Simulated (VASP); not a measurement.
MgB2 (pbesol):

```
Mg B
1.0
     3.08500    0.00000    0.00000
    -1.54250    2.67169    0.00000
     0.00000    0.00000    3.52300
Mg B
1 2
Direct
  0.00000 0.00000 0.00000
  0.33333 0.66667 0.50000
  0.66667 0.33333 0.50000
```

* Program: VASP 6.6.1
* Task: relaxation of cell and atoms
* Functional: PBEsol
* Potentials or basis: VASP PAW PBE potentials, release 64 (Mg, B)
* Cutoff: 600 eV
* k mesh: 15 × 15 × 12
* Occupations: gaussian, width 0.1 eV
* Spin: no spin polarisation

At the start: pressure -3.2 GPa; volume 9.68 Å³/atom.

Problem. Where does the relaxation end?

Solution. Over 7 steps the energy falls by 2.0 meV/atom and the volume is 9.48 Å³/atom (-2.1 %); space group P6/mmm (No. 191, to 0.05 Å).

The path:
```
step  energy change (eV)  largest force (eV/Å)  pressure (GPa)  volume (Å³)
   1              0.0000                0.0000           -3.19        29.04
   2             -0.0051                0.0000            1.30        28.23
   3             -0.0061                0.0000           -0.04        28.46
   4             -0.0061                0.0000           -0.11        28.48
   5             -0.0061                0.0000           -0.08        28.46
   6             -0.0061                0.0000           -0.06        28.45
   7             -0.0061                0.0000            0.03        28.44
```

Final structure:
```cif
data_structure
_symmetry_space_group_name_H-M 'P 1'
_symmetry_Int_Tables_number 1
_cell_length_a 3.0622
_cell_length_b 3.0622
_cell_length_c 3.5017
_cell_angle_alpha 90.000
_cell_angle_beta 90.000
_cell_angle_gamma 120.000
_cell_volume 28.44
loop_
_atom_site_label
_atom_site_type_symbol
_atom_site_fract_x
_atom_site_fract_y
_atom_site_fract_z
_atom_site_occupancy
Mg1 Mg 0.00000 0.00000 0.00000 1
B1 B 0.33333 0.66667 0.50000 1
B2 B 0.66667 0.33333 0.50000 1
```

Caveat: the PAW data sets were made with another functional, which shifts forces and pressure a little.
